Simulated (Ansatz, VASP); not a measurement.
# Cs3Ge: VASP beside Ansatz

```
CELL_PARAMETERS angstrom
-2.58739 2.58739 5.77961
2.58739 -2.58739 5.77961
2.58739 2.58739 -5.77961
ATOMIC_POSITIONS crystal
Cs 0.50000 0.50000 0.00000
Cs 0.25000 0.75000 0.50000
Cs 0.75000 0.25000 0.50000
Ge 0.00000 0.00000 0.00000
```

Alike in both runs: task single point; functional PBE; k mesh 6 × 6 × 6; occupations gaussian, width 0.1 eV; no spin polarisation.

|  | VASP | Ansatz |
| --- | --- | --- |
| version | VASP 6.6.1 | Ansatz 0.2.0 |
| potentials or method | VASP PAW PBE potentials, release 64 (Cs_sv, Ge_d), cutoff 520 eV | scalar-relativistic, plane waves, PAW |
| valence electrons in the cell | 41 | 41 |

```tsv
	VASP	Ansatz	Ansatz less VASP
gap on the k mesh at the Fermi level (eV)	none	none	-
pressure (GPa)	3.3	3.2	-0.13
traceless stress, the component that is largest in VASP (GPa)	-2.20	-2.20	+0.006
```

A gap of «none» marks a metal or a gap that the smearing closes.

Neither program's run includes spin-orbit coupling.
